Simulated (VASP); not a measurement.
# HfC (P6_3/mmc) in VASP: settings compared

The runs below take HfC through single point, with BLYP, PBEsol, LDA.

All numbers are computed with VASP 6.6.1; they aren't measurements. Logs are shortened: lines on timing, memory, paths and dates and some standing lists are left out, and cuts for length are marked.

## Step 1: The cell of the first run

The structure is hexagonal, space group P6_3/mmc (No. 194). The conventional cell has a = 3.343 Å, b = 3.343 Å, c = 5.203 Å, α = 90.00°, β = 90.00°, γ = 120.00°. Within 3.1 Å of Hf (site symmetry -6m2) lie 6 C at 2.33 Å. Within 3.1 Å of C (site symmetry -3m) lie 6 Hf at 2.33 Å and 2 C at 2.60 Å.

## Step 2: Single point, BLYP

INCAR reads:

```
PREC     = Accurate       # precision mode
ENCUT    = 520            # plane-wave cutoff, eV
EDIFF    = 1E-6           # SCF threshold, eV
ISMEAR   = -1             # smearing method
SIGMA    = 0.1            # smearing width, eV
LREAL    = F              # projectors in reciprocal space
LASPH    = T              # aspherical terms in the spheres
NELM     = 80             # most SCF steps
ALGO     = Normal         # electronic algorithm
ISIF     = 2              # what is computed and relaxed
LWAVE    = F              # write WAVECAR
LCHARG   = F              # write CHGCAR
GGA      = B5             # functional
ALDAX    = 1.0          
AGGAX    = 1.0          
AGGAC    = 1.0          
ALDAC    = 0.0          
NBANDS   = 22             # bands
```

KPOINTS reads:

```
Automatic mesh
0
Gamma
  9 9 5
```

POSCAR reads:

```
HfC
1.0
    3.3428660000      0.0000000000      0.0000000000
   -1.6714330000      2.8950070000      0.0000000000
    0.0000000000      0.0000000000      5.2027140000
Hf C
2 2
Direct
    0.6666666667      0.3333333333      0.7500000000
    0.3333333333      0.6666666667      0.2500000000
    0.0000000000      0.0000000000      0.0000000000
    0.0000000000      0.0000000000      0.5000000000
```

Potentials or basis: VASP PAW PBE potentials, release 64 (Hf_pv, C).

Started as:

```
> cat potpaw_PBE.64/Hf_pv/POTCAR potpaw_PBE.64/C/POTCAR > POTCAR
> mpirun -np 1 vasp_std > vasp.out
```

OUTCAR:

```text
PREC = Accurate
   ENCUT = 520
   EDIFF = 1E-6
   ISMEAR = -1
   LREAL = F
   LASPH = T
   NELM = 80
   ISIF = 2
   GGA = B5

 ion  position               nearest neighbor table
   1  0.667  0.333  0.750-   3 2.33   4 2.33   3 2.33   4 2.33   3 2.33   4 2.33   2 3.24   2 3.24
                             2 3.24   2 3.24   2 3.24   2 3.24
   2  0.333  0.667  0.250-   3 2.33   4 2.33   3 2.33   4 2.33   3 2.33   4 2.33   1 3.24   1 3.24
                             1 3.24   1 3.24   1 3.24   1 3.24
   3  0.000  0.000  0.000-   1 2.33   2 2.33   1 2.33   2 2.33   1 2.33   2 2.33
   4  0.000  0.000  0.500-   1 2.33   2 2.33   1 2.33   2 2.33   1 2.33   2 2.33

  LATTYP: Found a hexagonal cell.
 ALAT       =     3.3428660000
 C/A-ratio  =     1.5563633122

  Lattice vectors:

 A1 = (   3.3428660000,   0.0000000000,   0.0000000000)
 A2 = (  -1.6714330000,   2.8950070000,   0.0000000000)
 A3 = (   0.0000000000,   0.0000000000,   5.2027140000)

Analysis of symmetry for initial positions (statically):
=====================================================================
 Subroutine PRICEL returns:
 Original cell was already a primitive cell.

 Routine SETGRP: Setting up the symmetry group for a
 hexagonal supercell.

 Subroutine GETGRP returns: Found 24 space group operations
 (whereof 12 operations were pure point group operations)
 out of a pool of 24 trial point group operations.

The static configuration has the point symmetry D_3d.
 The point group associated with its full space group is D_6h.

Analysis of symmetry for dynamics (positions and initial velocities):
=====================================================================
 Subroutine PRICEL returns:
 Original cell was already a primitive cell.

 Routine SETGRP: Setting up the symmetry group for a
 hexagonal supercell.

 Subroutine GETGRP returns: Found 24 space group operations
 (whereof 12 operations were pure point group operations)
 out of a pool of 24 trial point group operations.

The dynamic configuration has the point symmetry D_3d.
 The point group associated with its full space group is D_6h.

 Subroutine INISYM returns: Found 24 space group operations
 (whereof 12 operations are pure point group operations),
 and found     1 'primitive' translations

----------------------------------------------------------------------------------------

                                     Primitive cell

  volume of cell :      50.3499

  direct lattice vectors                    reciprocal lattice vectors
     3.342866000  0.000000000  0.000000000     0.299144507  0.172711154  0.000000000
    -1.671433000  2.895007000  0.000000000     0.000000000  0.345422308  0.000000000
     0.000000000  0.000000000  5.202714000     0.000000000  0.000000000  0.192207375

  length of vectors
     3.342866000  3.342866106  5.202714000     0.345422319  0.345422308  0.192207375

  position of ions in fractional coordinates (direct lattice)
     0.666666667  0.333333333  0.750000000
     0.333333333  0.666666667  0.250000000
     0.000000000  0.000000000  0.000000000
     0.000000000  0.000000000  0.500000000

  ion indices of the primitive-cell ions
   primitive index   ion index
                 1           1
                 2           2
                 3           3
                 4           4

----------------------------------------------------------------------------------------

 KPOINTS: Automatic mesh

Automatic generation of k-mesh.
 Grid dimensions read from file:
 generate k-points for:    9    9    5

 Generating k-lattice:

  Cartesian coordinates                     Fractional coordinates (reciprocal lattice)
     0.033238279  0.019190128  0.000000000     0.111111111 -0.000000000  0.000000000
     0.000000000  0.038380256  0.000000000     0.000000000  0.111111111  0.000000000
     0.000000000  0.000000000  0.038441475     0.000000000  0.000000000  0.200000000

  Length of vectors
     0.038380258  0.038380256  0.038441475

  Shift w.r.t. Gamma in fractional coordinates (k-lattice)
     0.000000000  0.000000000  0.000000000

 Subroutine IBZKPT returns following result:
 ===========================================

 Found     36 irreducible k-points:

 Following reciprocal coordinates:
            Coordinates               Weight
  0.000000  0.000000  0.000000      1.000000
  0.111111  0.000000  0.000000      6.000000
  0.222222 -0.000000  0.000000      6.000000
  0.333333  0.000000  0.000000      6.000000
  0.444444 -0.000000  0.000000      6.000000
  0.111111  0.111111  0.000000      6.000000
[... 16 lines left out ...]
  0.333333  0.222222  0.200000     24.000000
  0.333333  0.333333  0.200000      4.000000
 [... further k-points ...]
   k-points           NKPTS =     36   k-points in BZ     NKDIM =     36   number of bands    NBANDS=     22
   number of dos      NEDOS =    301   number of ions     NIONS =      4
   total plane-waves  NPLWV =  31360
   dimension x,y,z NGX =    28 NGY =   28 NGZ =   40
   dimension x,y,z NGXF=    56 NGYF=   56 NGZF=   80
   ions per type =               2   2
   NGX,Y,Z   is equivalent  to a cutoff of  13.92, 13.92, 12.78 a.u.
   NGXF,Y,Z  is equivalent  to a cutoff of  27.85, 27.85, 25.56 a.u.
 SYSTEM =  unknown system
   PREC   = accura    normal or accurate (medium, high low for compatibility)
   ISTART =      0    job   : 0-new  1-cont  2-samecut
   ICHARG =      2    charge: 1-file 2-atom 10-const
   ISPIN  =      1    spin polarized calculation?
   LNONCOLLINEAR =      F non collinear calculations
   LSORBIT =      F    spin-orbit coupling
   LASPH  =      T    aspherical Exc in radial PAW
   ENCUT  =  520.0 eV  38.22 Ry    6.18 a.u.   6.22  6.22  9.67*2*pi/ulx,y,z
   NELM   =     80;   NELMIN=  2; NELMDL= -5     # of ELM steps
   EDIFF  = 0.1E-05   stopping-criterion for ELM
   LREAL  =      F    real-space projection
   EDIFFG = 0.1E-04   stopping-criterion for IOM
   NSW    =      0    number of steps for IOM
   IBRION =     -1    ionic relax: 0-MD 1-quasi-New 2-CG
   NFREE  =      0    steps in history (QN), initial steepest desc. (CG)
   ISIF   =      2    stress and relaxation
   ISYM   =      2    0-nonsym 1-usesym 2-fastsym
   POTIM  = 0.5000    time-step for ionic-motion
   TEBEG  =    0.0;   TEEND  =   0.0 temperature during run
   PSTRESS=    0.0 pullay stress
   NELECT =      28.0000    total number of electrons
   NUPDOWN=      -1.0000    fix difference up-down
   EMIN   =  10.00;   EMAX   =-10.00  energy-range for DOS
   EFERMI =   0.00;   METHOD = LEGACY
   ISMEAR =    -1;   SIGMA  =   0.10  broadening in eV -4-tet -1-fermi 0-gaus
   EFERMI_NEDOS =   21; number of points for ismear=-14 and -15
   IALGO  =     38    algorithm
   IMIX   =      4    mixing-type and parameters
     AMIX     =   0.40;   BMIX     =  1.00
     AMIX_MAG =   1.60;   BMIX_MAG =  1.00
  volume/ion in A,a.u.               =      12.59        84.94
  Fermi-wavevector in a.u.,A,eV,Ry     =   1.346257  2.544057 24.659309  1.812408
  Thomas-Fermi vector in A             =   2.474104
   LORBIT       =      0    0 simple, 1 ext, 2 COOP (PROOUT), +10 PAW based schemes
   GGA     = B5    functional components
   LHFCALC =     F    Hartree Fock is set to
   AEXX    =    0.0000 exact exchange contribution
   IVDW    =     0    specifies the selected vdW correction
   LEPSILON=     F    determine dielectric tensor
   LRPA    =     F    only Hartree local field effects (RPA)
 non-spin polarized calculation
  energy-cutoff  :      520.00
  volume of cell :       50.35
 maximum number of plane-waves:      1375
 NGX is ok and might be reduce to    28
   NGX = 13   NGY = 13   NGZ = 19

 number of electron      28.0000002 magnetization

 Free energy of the ion-electron system (eV)
  ---------------------------------------------------
  ext. energy  EPLUGINS =         0.00000000
  ---------------------------------------------------
  free energy    TOTEN  =       -37.35918390 eV

  energy without entropy =      -37.33771848  energy(sigma->0) =      -37.34845119

 E-fermi :   6.9228     XC(G=0): -11.6140

 val. band max:        6.8490716863   @ k =   0.0000   0.0000   0.2000
 cond. band min:       7.0108924324   @ k =   0.1111   0.1111   0.2000
 fundamental gap:      0.1618207461
 Fermi energy:         6.9227765952

 k-point     1 :       0.0000    0.0000    0.0000
  band No.  band energies     occupation
      1     -23.7054      2.00000
      2     -23.1432      2.00000
      3     -23.1432      2.00000
      4     -23.0540      2.00000
      5     -23.0540      2.00000
      6     -22.9710      2.00000
[... 14 lines left out ...]
     21      11.0859      0.00000
     22      14.8930      0.00000

 k-point     2 :       0.1111    0.0000    0.0000
  band No.  band energies     occupation
      1     -23.6770      2.00000
      2     -23.1995      2.00000
      3     -23.1647      2.00000
      4     -23.1067      2.00000
      5     -23.0565      2.00000
      6     -22.9819      2.00000
[... 14 lines left out ...]
     21      11.7164      0.00000
     22      14.3668      0.00000

 k-point     3 :       0.2222   -0.0000    0.0000
  band No.  band energies     occupation
      1     -23.5990      2.00000
      2     -23.3436      2.00000
      3     -23.2330      2.00000
      4     -23.2135      2.00000
      5     -23.0680      2.00000
      6     -23.0156      2.00000
[... 14 lines left out ...]
     21      13.2082      0.00000
     22      13.4018      0.00000
[... 476 lines left out ...]
 k-point    23 :       0.3333    0.2222    0.2000
  band No.  band energies     occupation
      1     -23.5804      2.00000
      2     -23.4903      2.00000
      3     -23.3968      2.00000
      4     -23.2697      2.00000
      5     -23.2223      2.00000
      6     -23.1225      2.00000
[... 14 lines left out ...]
     21      13.8083      0.00000
     22      14.2603      0.00000

 k-point    24 :       0.3333    0.3333    0.2000
  band No.  band energies     occupation
      1     -23.5485      2.00000
      2     -23.4598      2.00000
      3     -23.4598      2.00000
      4     -23.3225      2.00000
      5     -23.1735      2.00000
      6     -23.1735      2.00000
[... 14 lines left out ...]
     21      14.6945      0.00000
     22      14.6945      0.00000

 [... further k-points ...]
[... 5 lines left out ...]
  --------------------------------------------------------------------------------------
  -------------------------------------------------------------------------------------
  Total        1.4600403      1.4600404      3.4083231      0.0000000      0.0000000     -0.0000000
  in kB       46.4597508     46.4597547    108.4558050      0.0000000      0.0000000     -0.0000000
  external PRESSURE =      67.1251035 kB  Pullay stress =       0.0000000 kB

 VOLUME and BASIS-vectors are now :
 -----------------------------------------------------------------------------
  energy-cutoff  :      520.00
  volume of cell :       50.35
      direct lattice vectors                 reciprocal lattice vectors
     3.342866000  0.000000000  0.000000000     0.299144507  0.172711154  0.000000000
    -1.671433000  2.895007000  0.000000000     0.000000000  0.345422308  0.000000000
     0.000000000  0.000000000  5.202714000     0.000000000  0.000000000  0.192207375

 POSITION                                       TOTAL-FORCE (eV/Angst)
 -----------------------------------------------------------------------------------
      1.67143      0.96500      3.90204         0.000000      0.000000      0.000000
     -0.00000      1.93000      1.30068        -0.000000     -0.000000      0.000000
      0.00000      0.00000      0.00000         0.000000      0.000000      0.000000
      0.00000      0.00000      2.60136         0.000000      0.000000      0.000000
 -----------------------------------------------------------------------------------
    total drift:                               -0.000000      0.000000     -0.000000

  FREE ENERGIE OF THE ION-ELECTRON SYSTEM (eV)
  ---------------------------------------------------
  free  energy   TOTEN  =       -37.3591839019 eV

  energy  without entropy=      -37.3377184803  energy(sigma->0) =      -37.34845119
```

Run time: 2.5 min. Hardware: 1 thread of Intel Xeon 8259CL, shared host; peak memory 0.19 GiB.

Results:

```
Free energy            : -37.3592 eV
Pressure               : 6.7 GPa
Band gap on the k mesh : zero (band 14 reaches 8.01 eV, above the bottom of band 15 at 6.83 eV)
```

Stress tensor (GPa, compression positive):
```
 4.65  0.00  0.00
 0.00  4.65  0.00
 0.00  0.00 10.85
```

Caveat: the PAW data sets were made with another functional, which shifts forces and pressure a little; spin-orbit coupling is left out, which moves the levels of the heavy elements.

## Step 3: Single point, PBEsol

INCAR reads:

```
PREC = Accurate ; ENCUT = 520
EDIFF = 1E-7 ; ISMEAR = -1
SIGMA = 0.1 ; LREAL = F
LASPH = T ; NELM = 100
ALGO = Normal ; ISIF = 2
LWAVE = F ; LCHARG = T
GGA = PS ; LELF = T
LVHAR = T ; NBANDS = 22
```

KPOINTS reads:

```
regular mesh
0
Gamma
  9 9 5
```

POSCAR is that of step 2.

Potentials or basis: VASP PAW PBE potentials, release 64 (Hf_pv, C).

Started as:

```
> cat potpaw_PBE.64/Hf_pv/POTCAR potpaw_PBE.64/C/POTCAR > POTCAR
> mpirun -np 1 vasp_std > vasp.out
```

Wall time 2.6 min (1 thread of Intel Xeon 8259CL, shared host); peak memory 0.2 GiB.

The run converged. Its results:

| Item | Value |
| --- | --- |
| Free energy | -43.6025 eV |
| Pressure | -7.9 GPa |
| Band gap on the k mesh | zero (band 14 reaches 7.25 eV, above the bottom of band 15 at 6.19 eV) |

Stress tensor (GPa, compression positive):
```
-8.82  0.00  0.00
 0.00 -8.82  0.00
 0.00  0.00 -5.98
```

Levels at points of the mesh, in eV from the Fermi level:
```tsv
k point	band 11	band 12	band 13	band 14	band 15	band 16	band 17	band 18
(0.00, 0.00, 0.00)	-3.08	-1.17	-1.17	1.01	1.44	1.44	1.91	1.91
```

Caveat: the PAW data sets were made with another functional, which shifts forces and pressure a little; spin-orbit coupling is left out, which moves the levels of the heavy elements.

## Step 4: Single point, LDA

INCAR reads:

```
ALGO = Normal
EDIFF = 1E-6
ENCUT = 520
GGA = CA
ISIF = 2
ISMEAR = -1
LASPH = True
LCHARG = False
LREAL = False
LWAVE = False
NBANDS = 22
NELM = 60
PREC = Accurate
SIGMA = 0.1
```

KPOINTS reads:

```
k-points
0
Gamma
  9 9 5
```

POSCAR is that of step 3.

Potentials or basis: VASP PAW LDA potentials, release 64 (Hf_pv, C).

Started as:

```
> cat potpaw_LDA.64/Hf_pv/POTCAR potpaw_LDA.64/C/POTCAR > POTCAR
> mpirun -np 1 vasp_std > vasp.out
```

OUTCAR:

```text
EDIFF = 1E-6
   ENCUT = 520
   GGA = CA
   ISIF = 2
   ISMEAR = -1
   LASPH = True
   LREAL = False
   NELM = 60
   PREC = Accurate

 ion  position               nearest neighbor table
   1  0.667  0.333  0.750-   3 2.33   4 2.33   3 2.33   4 2.33   3 2.33   4 2.33   2 3.24   2 3.24
                             2 3.24   2 3.24   2 3.24   2 3.24
   2  0.333  0.667  0.250-   3 2.33   4 2.33   3 2.33   4 2.33   3 2.33   4 2.33   1 3.24   1 3.24
                             1 3.24   1 3.24   1 3.24   1 3.24
   3  0.000  0.000  0.000-   1 2.33   2 2.33   1 2.33   2 2.33   1 2.33   2 2.33
   4  0.000  0.000  0.500-   1 2.33   2 2.33   1 2.33   2 2.33   1 2.33   2 2.33

  LATTYP: Found a hexagonal cell.
 ALAT       =     3.3428660000
 C/A-ratio  =     1.5563633122

  Lattice vectors:

 A1 = (   3.3428660000,   0.0000000000,   0.0000000000)
 A2 = (  -1.6714330000,   2.8950070000,   0.0000000000)
 A3 = (   0.0000000000,   0.0000000000,   5.2027140000)

Analysis of symmetry for initial positions (statically):
=====================================================================
 Subroutine PRICEL returns:
 Original cell was already a primitive cell.

[... 170 lines left out ...]
  ---------------------------------------------------
  free energy    TOTEN  =       -44.94745288 eV

  energy without entropy =      -44.92598543  energy(sigma->0) =      -44.93671916

 E-fermi :   6.2627     XC(G=0): -12.4791

 val. band max:        6.2088756206   @ k =   0.2222   0.2222   0.2000
 cond. band min:       6.3080873266   @ k =   0.1111   0.1111   0.2000
 fundamental gap:      0.0992117060
 Fermi energy:         6.2626675874

 k-point     1 :       0.0000    0.0000    0.0000
  band No.  band energies     occupation
      1     -24.1653      2.00000
      2     -23.5870      2.00000
      3     -23.5870      2.00000
      4     -23.4952      2.00000
      5     -23.4952      2.00000
      6     -23.4102      2.00000
[... 589 lines left out ...]
     21      14.1299      0.00000
     22      14.1299      0.00000

 [... further k-points ...]
[... 5 lines left out ...]
  --------------------------------------------------------------------------------------
  -------------------------------------------------------------------------------------
  Total       -4.2006597     -4.2006600     -3.2440826      0.0000000      0.0000000      0.0000000
  in kB     -133.6686428   -133.6686541   -103.2295291      0.0000000      0.0000000      0.0000000
  external PRESSURE =    -123.5222754 kB  Pullay stress =       0.0000000 kB

 VOLUME and BASIS-vectors are now :
 -----------------------------------------------------------------------------
  energy-cutoff  :      520.00
  volume of cell :       50.35
      direct lattice vectors                 reciprocal lattice vectors
     3.342866000  0.000000000  0.000000000     0.299144507  0.172711154  0.000000000
    -1.671433000  2.895007000  0.000000000     0.000000000  0.345422308  0.000000000
     0.000000000  0.000000000  5.202714000     0.000000000  0.000000000  0.192207375

 POSITION                                       TOTAL-FORCE (eV/Angst)
 -----------------------------------------------------------------------------------
      1.67143      0.96500      3.90204        -0.000000      0.000000      0.000000
     -0.00000      1.93000      1.30068         0.000000      0.000000      0.000000
      0.00000      0.00000      0.00000         0.000000     -0.000000      0.000000
      0.00000      0.00000      2.60136         0.000000     -0.000000      0.000000
 -----------------------------------------------------------------------------------
    total drift:                               -0.000000      0.000000     -0.000000

  FREE ENERGIE OF THE ION-ELECTRON SYSTEM (eV)
  ---------------------------------------------------
  free  energy   TOTEN  =       -44.9474528780 eV

  energy  without entropy=      -44.9259854344  energy(sigma->0) =      -44.93671916
```

stdout:

```text
POSCAR found type information on POSCAR HfC
 POSCAR found :  2 types and       4 ions
 scaLAPACK will be used
 LDA part: xc-table for (Slater(with rela. corr.)+CA(PZ))
 , standard interpolation
 POSCAR, INCAR and KPOINTS ok, starting setup
 FFT: planning ... GRIDC
 FFT: planning ... GRID_SOFT
 FFT: planning ... GRID
 WAVECAR not read
 entering main loop
```

It took 1.9 min on 1 thread of Intel Xeon 8259CL, shared host; peak memory 0.17 GiB.

What came out:

```yaml
Free_energy: -44.9475 eV
Pressure: -12.4 GPa
Band_gap_on_the_k_mesh: zero (band 14 reaches 7.27 eV, above the bottom of band 15 at 6.21 eV)
```

Stress tensor (GPa, compression positive):
```
-13.37   0.00   0.00
  0.00 -13.37   0.00
  0.00   0.00 -10.32
```

Levels at points of the mesh, in eV from the Fermi level:
```csv
k point,band 11,band 12,band 13,band 14,band 15,band 16,band 17,band 18
"(0.00, 0.00, 0.00)",-3.06,-1.16,-1.16,1.01,1.42,1.42,1.89,1.89
```

Caveat: spin-orbit coupling is left out, which moves the levels of the heavy elements.

## Step 5: The runs side by side

```csv
level,potentials or basis,gap on the mesh (eV),pressure (GPa)
BLYP,"VASP PAW PBE potentials, release 64 (Hf_pv, C)",none,6.7
PBEsol,"VASP PAW PBE potentials, release 64 (Hf_pv, C)",none,-7.9
LDA,"VASP PAW LDA potentials, release 64 (Hf_pv, C)",none,-12.4
```

Alike in all rows: task single point; no spin polarisation; cell as given; k mesh 9 × 9 × 5; cutoff (eV) 520; smearing fermi-dirac 0.1 eV.

Caveats: spin-orbit coupling is left out, which moves the levels of the heavy elements; the PAW data sets were made with another functional, which shifts forces and pressure a little (some runs).

Total energies depend on the potentials used, so only differences within one code and one set of settings carry meaning.
